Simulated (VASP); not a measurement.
# CsBe3S3 (Pm-3n) in VASP: notebook, part 3 of 3

VASP 6.6.1. The steps go on from the part before.

## Step 5: Relaxation of cell and atoms, PBE

This run uses another cell than the first one, of 11.79 Å³/atom.

INCAR reads:

```
SYSTEM = CsBe3S3
ALGO = Normal
EDIFF = 1E-6
EDIFFG = -0.04
ENCUT = 600
GGA = PE
IBRION = 2
ISIF = 3
ISMEAR = 0
LASPH = .True.
LCHARG = .False.
LREAL = .False.
LWAVE = .False.
NELM = 60
NSW = 90
PREC = Accurate
SIGMA = 0.1
```

KPOINTS reads:

```
k-points
0
Gamma
  4 4 4
  0 0 0
```

POSCAR reads:

```
CsBe3S3
1.0
    5.4851687200      0.0000000000      0.0000000000
    0.0000000000      5.4851687200      0.0000000000
    0.0000000000      0.0000000000      5.4851687200
Cs Be S
2 6 6
Direct
    0.5000000000      0.5000000000      0.5000000000
    0.0000000000      0.0000000000      0.0000000000
    0.5000000000      0.0000000000      0.7500000000
    0.7500000000      0.5000000000      0.0000000000
    0.0000000000      0.7500000000      0.5000000000
    0.5000000000      0.0000000000      0.2500000000
    0.2500000000      0.5000000000      0.0000000000
    0.0000000000      0.2500000000      0.5000000000
    0.0000000000      0.5000000000      0.7500000000
    0.7500000000      0.0000000000      0.5000000000
    0.5000000000      0.7500000000      0.0000000000
    0.0000000000      0.5000000000      0.2500000000
    0.2500000000      0.0000000000      0.5000000000
    0.5000000000      0.2500000000      0.0000000000
```

Potentials or basis: VASP PAW PBE potentials, release 64 (Cs_sv, Be, S).

On the command line:

```
$ cat potpaw_PBE.64/Cs_sv/POTCAR potpaw_PBE.64/Be/POTCAR potpaw_PBE.64/S/POTCAR > POTCAR
$ mpirun -np 1 vasp_std > vasp.out
```

OUTCAR:

```text
SYSTEM = CsBe3S3
   EDIFF = 1E-6
   EDIFFG = -0.04
   ENCUT = 600
   GGA = PE
   IBRION = 2
   ISIF = 3
   ISMEAR = 0
   LASPH = .True.
   LREAL = .False.
   NELM = 60
   NSW = 90
   PREC = Accurate

 ion  position               nearest neighbor table
   1  0.500  0.500  0.500-
   2  0.000  0.000  0.000-
   3  0.500  0.000  0.750-  10 1.94  11 1.94  13 1.94  14 1.94
   4  0.750  0.500  0.000-   9 1.94  11 1.94  12 1.94  14 1.94
   5  0.000  0.750  0.500-   9 1.94  10 1.94  12 1.94  13 1.94
   6  0.500  0.000  0.250-  10 1.94  11 1.94  13 1.94  14 1.94
   7  0.250  0.500  0.000-   9 1.94  11 1.94  12 1.94  14 1.94
   8  0.000  0.250  0.500-   9 1.94  10 1.94  12 1.94  13 1.94
   9  0.000  0.500  0.750-   4 1.94   5 1.94   7 1.94   8 1.94  12 2.74  12 2.74
  10  0.750  0.000  0.500-   3 1.94   5 1.94   6 1.94   8 1.94  13 2.74  13 2.74
  11  0.500  0.750  0.000-   3 1.94   4 1.94   6 1.94   7 1.94  14 2.74  14 2.74
  12  0.000  0.500  0.250-   4 1.94   5 1.94   7 1.94   8 1.94   9 2.74   9 2.74
  13  0.250  0.000  0.500-   3 1.94   5 1.94   6 1.94   8 1.94  10 2.74  10 2.74
  14  0.500  0.250  0.000-   3 1.94   4 1.94   6 1.94   7 1.94  11 2.74  11 2.74

  LATTYP: Found a simple cubic cell.
 ALAT       =     5.4851687200

  Lattice vectors:

 A1 = (   5.4851687200,   0.0000000000,   0.0000000000)
 A2 = (   0.0000000000,   5.4851687200,   0.0000000000)
 A3 = (   0.0000000000,   0.0000000000,   5.4851687200)

Analysis of symmetry for initial positions (statically):
=====================================================================
 Subroutine PRICEL returns:
 Original cell was already a primitive cell.

 Routine SETGRP: Setting up the symmetry group for a
 simple cubic supercell.

 Subroutine GETGRP returns: Found 48 space group operations
 (whereof 24 operations were pure point group operations)
 out of a pool of 48 trial point group operations.

The static configuration has the point symmetry T_h .
 The point group associated with its full space group is O_h .

Analysis of symmetry for dynamics (positions and initial velocities):
=====================================================================
 Subroutine PRICEL returns:
 Original cell was already a primitive cell.

 Routine SETGRP: Setting up the symmetry group for a
[... 111 lines left out ...]
   LNONCOLLINEAR =      F non collinear calculations
   LSORBIT =      F    spin-orbit coupling
   LASPH  =      T    aspherical Exc in radial PAW
   ENCUT  =  600.0 eV  44.10 Ry    6.64 a.u.  10.96 10.96 10.96*2*pi/ulx,y,z
   NELM   =     60;   NELMIN=  2; NELMDL= -5     # of ELM steps
   EDIFF  = 0.1E-05   stopping-criterion for ELM
   LREAL  =      F    real-space projection
   EDIFFG = -.4E-01   stopping-criterion for IOM
   NSW    =     90    number of steps for IOM
   IBRION =      2    ionic relax: 0-MD 1-quasi-New 2-CG
   NFREE  =      1    steps in history (QN), initial steepest desc. (CG)
   ISIF   =      3    stress and relaxation
   ISYM   =      2    0-nonsym 1-usesym 2-fastsym
   POTIM  = 0.5000    time-step for ionic-motion
   TEBEG  =    0.0;   TEEND  =   0.0 temperature during run
   PSTRESS=    0.0 pullay stress
   NELECT =      66.0000    total number of electrons
   NUPDOWN=      -1.0000    fix difference up-down
   EMIN   =  10.00;   EMAX   =-10.00  energy-range for DOS
   EFERMI =   0.00;   METHOD = LEGACY
   ISMEAR =     0;   SIGMA  =   0.10  broadening in eV -4-tet -1-fermi 0-gaus
   EFERMI_NEDOS =   21; number of points for ismear=-14 and -15
   IALGO  =     38    algorithm
   IMIX   =      4    mixing-type and parameters
     AMIX     =   0.40;   BMIX     =  1.00
     AMIX_MAG =   1.60;   BMIX_MAG =  1.00
  volume/ion in A,a.u.               =      11.79        79.55
  Fermi-wavevector in a.u.,A,eV,Ry     =   1.206145  2.279283 19.793559  1.454786
  Thomas-Fermi vector in A             =   2.341821
   LORBIT       =      0    0 simple, 1 ext, 2 COOP (PROOUT), +10 PAW based schemes
   GGA     = PE    functional components
   LHFCALC =     F    Hartree Fock is set to
   AEXX    =    0.0000 exact exchange contribution
   IVDW    =     0    specifies the selected vdW correction
   LEPSILON=     F    determine dielectric tensor
   LRPA    =     F    only Hartree local field effects (RPA)
 conjugate gradient relaxation of ions
 non-spin polarized calculation
 Gauss-broadening in eV      SIGMA  =   0.10
  energy-cutoff  :      600.00
  volume of cell :      165.03
 maximum number of plane-waves:      5528
 NGX is ok and might be reduce to    48
   NGX = 21   NGY = 21   NGZ = 21

--------------------------------------- Ionic step        1  -------------------------------------------

 number of electron      66.0000004 magnetization

 Free energy of the ion-electron system (eV)
  ---------------------------------------------------
  ext. energy  EPLUGINS =         0.00000000
  ---------------------------------------------------
  free energy    TOTEN  =       -48.20370614 eV

  energy without entropy =      -48.16089784  energy(sigma->0) =      -48.18230199

 E-fermi :  10.9331     XC(G=0): -11.4962

 val. band max:       10.9134954394   @ k =   0.5000   0.5000   0.0000
 cond. band min:      10.9384422666   @ k =   0.2500   0.2500   0.0000
 fundamental gap:      0.0249468272
 Fermi energy:        10.9330952785
[... 1028 lines left out ...]
--------------------------------------- Ionic step        4  -------------------------------------------

 number of electron      66.0000001 magnetization

 Free energy of the ion-electron system (eV)
  ---------------------------------------------------
  ext. energy  EPLUGINS =         0.00000000
  ---------------------------------------------------
  free energy    TOTEN  =       -57.74114249 eV

  energy without entropy =      -57.70878703  energy(sigma->0) =      -57.72496476

 E-fermi :   7.1772     XC(G=0):  -9.7528

 val. band max:        7.1034220659   @ k =   0.2500   0.2500   0.0000
 cond. band min:       7.1819841399   @ k =   0.5000   0.2500   0.2500
 fundamental gap:      0.0785620740
 Fermi energy:         7.1771769920
[... 479 lines left out ...]
  FREE ENERGIE OF THE ION-ELECTRON SYSTEM (eV)
  ---------------------------------------------------
  free  energy   TOTEN  =       -57.7411424858 eV

  energy  without entropy=      -57.7087870329  energy(sigma->0) =      -57.72496476

 reached required accuracy - stopping structural energy minimisation
```

CONTCAR:

```text
CsBe3S3
   1.00000000000000
     6.2291188840654304   -0.0000000000000000    0.0000000000000000
     0.0000000000000000    6.2291188840654304    0.0000000000000000
    -0.0000000000000000    0.0000000000000000    6.2291188840654304
  Cs              Be              S
     2     6     6
Direct
[... 18 lines left out ...]
  0.00000000E+00  0.00000000E+00  0.00000000E+00
  0.00000000E+00  0.00000000E+00  0.00000000E+00
  0.00000000E+00  0.00000000E+00  0.00000000E+00
  0.00000000E+00  0.00000000E+00  0.00000000E+00
  0.00000000E+00  0.00000000E+00  0.00000000E+00
  0.00000000E+00  0.00000000E+00  0.00000000E+00
  0.00000000E+00  0.00000000E+00  0.00000000E+00
  0.00000000E+00  0.00000000E+00  0.00000000E+00
  0.00000000E+00  0.00000000E+00  0.00000000E+00
  0.00000000E+00  0.00000000E+00  0.00000000E+00
  0.00000000E+00  0.00000000E+00  0.00000000E+00
```

It took 3.9 min on 1 thread of AMD EPYC 9R45 (Zen 5), shared host; peak memory 0.34 GiB.

What came out:

```
Free energy                           : -57.7411 eV
Relaxed volume                        : 17.26 Å³/atom
Relaxed cell                          : a = 6.229 Å, b = 6.229 Å, c = 6.229 Å, α = 90.00°, β = 90.00°, γ = 90.00°
Space group after relaxing (to 0.1 Å) : Pm-3n (No. 223)
Energy gained by relaxing             : 681.2 meV/atom
Ionic steps                           : 4
Pressure after relaxing               : -0.1 GPa
Band gap on the k mesh                : zero (bands 33 and 34 overlap by 1.62 eV)
```

Step by step:
```
step  energy change (eV)  largest force (eV/Å)  pressure (GPa)  volume (Å³)
   1              0.0000                0.0000           55.05       165.03
   2             -8.4353                0.0000           -7.53       281.91
   3             -9.5332                0.0000            0.65       238.93
   4             -9.5374                0.0000           -0.15       241.70
```

Final structure:
```
Cs Be S
1.0
     6.22912    0.00000    0.00000
     0.00000    6.22912    0.00000
     0.00000    0.00000    6.22912
Cs Be S
2 6 6
Direct
  0.50000 0.50000 0.50000
  0.00000 0.00000 0.00000
  0.50000 0.00000 0.75000
  0.75000 0.50000 0.00000
  0.00000 0.75000 0.50000
  0.50000 0.00000 0.25000
  0.25000 0.50000 0.00000
  0.00000 0.25000 0.50000
  0.00000 0.50000 0.75000
  0.75000 0.00000 0.50000
  0.50000 0.75000 0.00000
  0.00000 0.50000 0.25000
  0.25000 0.00000 0.50000
  0.50000 0.25000 0.00000
```

Levels at points of the mesh, in eV from the Fermi level:
| k point | band 28 | band 29 | band 30 | band 31 | band 32 | band 33 | band 34 | band 35 | band 36 | band 37 |
| --- | --- | --- | --- | --- | --- | --- | --- | --- | --- | --- |
| (0.00, 0.00, 0.00) | -5.20 | -5.20 | -3.62 | -3.62 | -3.62 | 0.39 | 0.39 | 0.39 | 0.73 | 1.06 |
| (0.50, 0.00, 0.00) | -5.48 | -4.81 | -4.81 | -3.80 | -3.80 | -0.30 | -0.30 | 0.60 | 0.60 | 1.47 |
| (0.50, 0.50, 0.00) | -5.43 | -4.99 | -4.99 | -4.79 | -3.85 | -0.41 | -0.41 | 0.05 | 1.12 | 1.16 |
| (0.50, 0.50, 0.50) | -6.00 | -5.56 | -5.56 | -5.56 | -5.56 | 1.21 | 1.21 | 1.21 | 1.21 | 1.70 |

Caveat: the volume moved by over 15 % at a fixed basis, so the end points are rough; spin-orbit coupling is left out, which moves the levels of the heavy elements.

## Step 6: Relaxation of cell and atoms, PBE

INCAR reads:

```
  PREC = Accurate
  ENCUT = 600
  EDIFF = 1E-6
  ISMEAR = 0
  SIGMA = 0.1
  LREAL = F
  LASPH = T
  NELM = 60
  ALGO = Normal
  ISIF = 3
  LWAVE = F
  LCHARG = F
  GGA = PE
  IBRION = 2
  NSW = 100
  EDIFFG = -0.01
```

KPOINTS reads:

```
Automatic mesh
0
Gamma
  6 6 6
```

POSCAR: that of step 5 with these lines changed.

```diff
@@ -2,5 +2,5 @@
 1.0
-    5.4851687200      0.0000000000      0.0000000000
-    0.0000000000      5.4851687200      0.0000000000
-    0.0000000000      0.0000000000      5.4851687200
+    6.2157797375      0.0000000000      0.0000000000
+    0.0000000000      6.2157797375      0.0000000000
+    0.0000000000      0.0000000000      6.2157797375
 Cs Be S
```

Potentials or basis: VASP PAW PBE potentials, release 64 (Cs_sv, Be, S).

On the command line:

```
$ cat potpaw_PBE.64/Cs_sv/POTCAR potpaw_PBE.64/Be/POTCAR potpaw_PBE.64/S/POTCAR > POTCAR
$ mpirun -np 1 vasp_std > vasp.out
```

It took 4 min on 1 thread of AMD EPYC 9R45 (Zen 5), shared host; peak memory 0.46 GiB.

The run converged. Its results:

```yaml
Free_energy: -57.7644 eV
Relaxed_volume: 17.21 Å³/atom
Relaxed_cell: a = 6.223 Å, b = 6.223 Å, c = 6.223 Å, α = 90.00°, β = 90.00°, γ = 90.00°
Space_group_after_relaxing_to_0.1_Å: Pm-3n (No. 223)
Energy_gained_by_relaxing: 0.0 meV/atom
Ionic_steps: 2
Pressure_after_relaxing: 0.0 GPa
Band_gap_on_the_k_mesh: zero (bands 33 and 34 overlap by 1.63 eV)
```

Step by step:
| step | energy change (eV) | largest force (eV/Å) | pressure (GPa) | volume (Å³) |
| --- | --- | --- | --- | --- |
| 1 | 0.0000 | 0.0000 | 0.23 | 240.15 |
| 2 | -0.0006 | 0.0000 | -0.01 | 241.01 |

Final structure:
```xyz
14
Lattice="6.2232 0.0000 0.0000 0.0000 6.2232 0.0000 0.0000 0.0000 6.2232" Properties=species:S:1:pos:R:3 pbc="T T T"
Cs    3.1116    3.1116    3.1116
Cs    6.2232    6.2232    0.0000
Be    3.1116    0.0000    4.6674
Be    4.6674    3.1116    6.2232
Be    6.2232    4.6674    3.1116
Be    3.1116    6.2232    1.5558
Be    1.5558    3.1116    0.0000
Be    6.2232    1.5558    3.1116
S     6.2232    3.1116    4.6674
S     4.6674    0.0000    3.1116
S     3.1116    4.6674    6.2232
S     6.2232    3.1116    1.5558
S     1.5558    0.0000    3.1116
S     3.1116    1.5558    6.2232
```

Levels at points of the mesh, in eV from the Fermi level:
```csv
k point,band 30,band 31,band 32,band 33,band 34,band 35,band 36,band 37
"(0.00, 0.00, 0.00)",-3.60,-3.60,-3.60,0.41,0.41,0.41,0.77,1.08
"(0.50, 0.00, 0.00)",-4.79,-3.79,-3.79,-0.28,-0.28,0.62,0.62,1.49
"(0.50, 0.50, 0.00)",-4.98,-4.77,-3.83,-0.40,-0.40,0.07,1.14,1.18
"(0.50, 0.50, 0.50)",-5.55,-5.55,-5.55,1.23,1.23,1.23,1.23,1.73
```

Caveat: spin-orbit coupling is left out, which moves the levels of the heavy elements.

## Step 7: The runs side by side

```tsv
task	cell	k mesh	cutoff (eV)	gap on the mesh (eV)	pressure (GPa)	relaxed volume (Å³/atom)
single point	a = 6.216 Å, 14 atoms	4 × 4 × 4	520	none	0.3	-
single point	a = 5.485 Å, 14 atoms	4 × 4 × 4	520	none	55.0	-
single point	a = 6.218 Å, 14 atoms	6 × 6 × 6	520	none	0.1	-
relaxation of cell and atoms	relaxed from a = 5.485 Å, 14 atoms	4 × 4 × 4	600	none	-0.1	17.26
relaxation of cell and atoms	relaxed from a = 6.216 Å, 14 atoms	6 × 6 × 6	600	none	0.0	17.21
```

Alike in all rows: level PBE; potentials or basis VASP PAW PBE potentials, release 64 (Cs_sv, Be, S); no spin polarisation; smearing gaussian 0.1 eV.

Caveats: spin-orbit coupling is left out, which moves the levels of the heavy elements; the cell stands under pressure (at least some runs); the volume moved by over 15 % at a fixed basis, so the end points are rough (at least some runs).

Total energies depend on the potentials used, so only differences within one code and one set of settings carry meaning.

The gap in the log of VASP goes by the Fermi energy; the results here count the filled bands.